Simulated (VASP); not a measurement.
# ZrB in VASP: a series of runs

ZrB is run at these levels: PBE+D4, PBE+D3(BJ); tasks: single point, relaxation of cell and atoms.

All numbers are computed with VASP 6.6.1; they aren't measurements. Logs are shortened: lines on timing, memory, paths and dates and some standing lists are left out, and cuts for length are marked.

**1. The cell of the first run**

The structure is tetragonal, space group P4/mmm (No. 123). Conventional cell: a = 3.385 Å, b = 3.385 Å, c = 2.928 Å, α = 90.00°, β = 90.00°, γ = 90.00°. Within 3.2 Å of Zr (site symmetry 4/mmm) lie 4 B at 2.39 Å and 2 Zr at 2.93 Å. B (site symmetry 4/mmm) has 4 Zr at 2.39 Å and 2 B at 2.93 Å within 3.2 Å.

**2. Single point, PBE+D4**

Input file INCAR:

```
SYSTEM = ZrB
PREC = Accurate
ENCUT = 520
EDIFF = 1E-6
ISMEAR = -1
SIGMA = 0.05
LREAL = .False.
LASPH = .True.
NELM = 100
ALGO = Normal
ISIF = 2
LWAVE = .False.
LCHARG = .False.
GGA = PE
IVDW = 13
NBANDS = 14
```

Input file KPOINTS:

```
Automatic mesh
0
Gamma
  10 10 7
  0 0 0
```

Input file POSCAR:

```
ZrB
1.0
    2.3934706332     -2.3934773849      0.0000000000
    2.3934706332      2.3934773849      0.0000000000
    0.0000000000      0.0000000000      2.9280168233
Zr B
1 1
Direct
    0.0000000000      0.0000000000      0.5000000000
    0.5000000000      0.5000000000      0.5000000000
```

Potentials or basis: VASP PAW PBE potentials, release 64 (Zr_sv, B).

The run is started by

```
$ cat potpaw_PBE.64/Zr_sv/POTCAR potpaw_PBE.64/B/POTCAR > POTCAR
$ mpirun -np 1 vasp_std > vasp.out
```

OUTCAR:

```text
SYSTEM = ZrB
   PREC = Accurate
   ENCUT = 520
   EDIFF = 1E-6
   ISMEAR = -1
   LREAL = .False.
   LASPH = .True.
   NELM = 100
   ISIF = 2
   GGA = PE
   IVDW = 13

 ion  position               nearest neighbor table
   1  0.000  0.000  0.500-   2 2.39   2 2.39   2 2.39   2 2.39
   2  0.500  0.500  0.500-   1 2.39   1 2.39   1 2.39   1 2.39

  LATTYP: Found a simple tetragonal cell.
 ALAT       =     3.3848834048
 C/A-ratio  =     0.8650273800

  Lattice vectors:

 A1 = (   2.3934706332,  -2.3934773849,   0.0000000000)
 A2 = (   2.3934706332,   2.3934773849,   0.0000000000)
 A3 = (   0.0000000000,   0.0000000000,   2.9280168233)

Analysis of symmetry for initial positions (statically):
=====================================================================
 Subroutine PRICEL returns:
 Original cell was already a primitive cell.

 Routine SETGRP: Setting up the symmetry group for a
 simple tetragonal supercell.

 Subroutine GETGRP returns: Found 16 space group operations
 (whereof 16 operations were pure point group operations)
 out of a pool of 16 trial point group operations.

The static configuration has the point symmetry D_4h.

Analysis of symmetry for dynamics (positions and initial velocities):
=====================================================================
 Subroutine PRICEL returns:
 Original cell was already a primitive cell.

 Routine SETGRP: Setting up the symmetry group for a
 simple tetragonal supercell.

 Subroutine GETGRP returns: Found 16 space group operations
 (whereof 16 operations were pure point group operations)
 out of a pool of 16 trial point group operations.

The dynamic configuration has the point symmetry D_4h.

 Subroutine INISYM returns: Found 16 space group operations
 (whereof 16 operations are pure point group operations),
 and found     1 'primitive' translations

----------------------------------------------------------------------------------------

                                     Primitive cell

  volume of cell :      33.5476

  direct lattice vectors                    reciprocal lattice vectors
     2.393470633 -2.393477385  0.000000000     0.208901665 -0.208901076  0.000000000
     2.393470633  2.393477385  0.000000000     0.208901665  0.208901076  0.000000000
     0.000000000  0.000000000  2.928016823     0.000000000  0.000000000  0.341528092

  length of vectors
[... 91 lines left out ...]
   TEBEG  =    0.0;   TEEND  =   0.0 temperature during run
   PSTRESS=    0.0 pullay stress
   NELECT =      15.0000    total number of electrons
   NUPDOWN=      -1.0000    fix difference up-down
   EMIN   =  10.00;   EMAX   =-10.00  energy-range for DOS
   EFERMI =   0.00;   METHOD = LEGACY
   ISMEAR =    -1;   SIGMA  =   0.05  broadening in eV -4-tet -1-fermi 0-gaus
   EFERMI_NEDOS =   21; number of points for ismear=-14 and -15
   IALGO  =     38    algorithm
   IMIX   =      4    mixing-type and parameters
     AMIX     =   0.40;   BMIX     =  1.00
     AMIX_MAG =   1.60;   BMIX_MAG =  1.00
  volume/ion in A,a.u.               =      16.77       113.20
  Fermi-wavevector in a.u.,A,eV,Ry     =   1.251848  2.365650 21.322007  1.567123
  Thomas-Fermi vector in A             =   2.385776
   LORBIT       =      0    0 simple, 1 ext, 2 COOP (PROOUT), +10 PAW based schemes
   GGA     = PE    functional components
   LHFCALC =     F    Hartree Fock is set to
   AEXX    =    0.0000 exact exchange contribution
   IVDW    =    13    specifies the selected vdW correction
   LEPSILON=     F    determine dielectric tensor
   LRPA    =     F    only Hartree local field effects (RPA)
 non-spin polarized calculation
  energy-cutoff  :      520.00
  volume of cell :       33.55
 maximum number of plane-waves:       923
 NGX is ok and might be reduce to    28
   NGX = 13   NGY = 13   NGZ = 11

 number of electron      15.0000001 magnetization

 Free energy of the ion-electron system (eV)
  ---------------------------------------------------
  ext. energy  EPLUGINS =         0.00000000
  ---------------------------------------------------
  free energy    TOTEN  =       -13.80687468 eV

  energy without entropy =      -13.79265829  energy(sigma->0) =      -13.79976649

 E-fermi :   6.5038     XC(G=0): -10.8090

 val. band max:        6.4811707179   @ k =   0.3000   0.3000   0.1429
 cond. band min:       6.5086989329   @ k =   0.2000   0.1000   0.2857
 fundamental gap:      0.0275282150
 Fermi energy:         6.5037683049

 k-point     1 :       0.0000    0.0000    0.0000
  band No.  band energies     occupation
      1     -41.4735      2.00000
      2     -19.3249      2.00000
      3     -19.3249      2.00000
      4     -19.1308      2.00000
      5      -1.5266      2.00000
      6       5.1903      2.00000
      7       5.8345      2.00000
      8       8.6610      0.00000
      9       8.6611      0.00000
     10       9.8902      0.00000
     11      11.2122      0.00000
     12      11.6443      0.00000
     13      11.6443      0.00000
     14      15.9952      0.00000
[... 377 lines left out ...]
      1     -41.4395      2.00000
      2     -19.4342      2.00000
      3     -19.3439      2.00000
      4     -19.2851      2.00000
      5      -0.6335      2.00000
      6       5.3386      2.00000
      7       5.9032      1.99999
      8       6.6858      0.05110
      9       8.7540      0.00000
     10       9.2842      0.00000
     11      10.7450      0.00000
     12      12.2787      0.00000
     13      13.1901      0.00000
     14      17.2725      0.00000

 [... further k-points ...]

------------------------ aborting loop because EDIFF is reached ----------------------------------------

  DFT-D4 for vdW energy calculation

  Edisp (eV):   -0.46832

  FORCE on cell =-STRESS in cart. coord.  units (eV):
  Direction    XX          YY          ZZ          XY          YZ          ZX
  --------------------------------------------------------------------------------------
  -------------------------------------------------------------------------------------
  Total       0.01971     0.01971     0.00137     0.00000     0.00000     0.00000
  in kB       0.94152     0.94153     0.06564     0.00000     0.00000     0.00000
  external pressure =        0.65 kB  Pullay stress =        0.00 kB

 VOLUME and BASIS-vectors are now :
 -----------------------------------------------------------------------------
  energy-cutoff  :      520.00
  volume of cell :       33.55
      direct lattice vectors                 reciprocal lattice vectors
     2.393470633 -2.393477385  0.000000000     0.208901665 -0.208901076  0.000000000
     2.393470633  2.393477385  0.000000000     0.208901665  0.208901076  0.000000000
     0.000000000  0.000000000  2.928016823     0.000000000  0.000000000  0.341528092

 POSITION                                       TOTAL-FORCE (eV/Angst)
 -----------------------------------------------------------------------------------
      0.00000      0.00000      1.46401         0.000000     -0.000000      0.000000
      2.39347      0.00000      1.46401        -0.000000      0.000000      0.000000
 -----------------------------------------------------------------------------------
    total drift:                               -0.000000     -0.000000      0.000000

  FREE ENERGIE OF THE ION-ELECTRON SYSTEM (eV)
  ---------------------------------------------------
  free  energy   TOTEN  =       -14.2751981758 eV

  energy  without entropy=      -14.2609817844  energy(sigma->0) =      -14.26808998
```

Wall time 62 s (1 thread of Intel Xeon 8259CL, shared host); peak memory 0.18 GiB.

What came out:

```
Free energy                : -14.2752 eV
Pressure                   : 0.1 GPa
Band gap on the k mesh     : zero (an odd number of electrons rules out a gap without spin polarisation)
Dispersion energy per atom : -0.234 eV
```

Stress tensor (GPa, compression positive):
```
0.09 0.00 0.00
0.00 0.09 0.00
0.00 0.00 0.01
```

(Continued in part 2 of 2.)
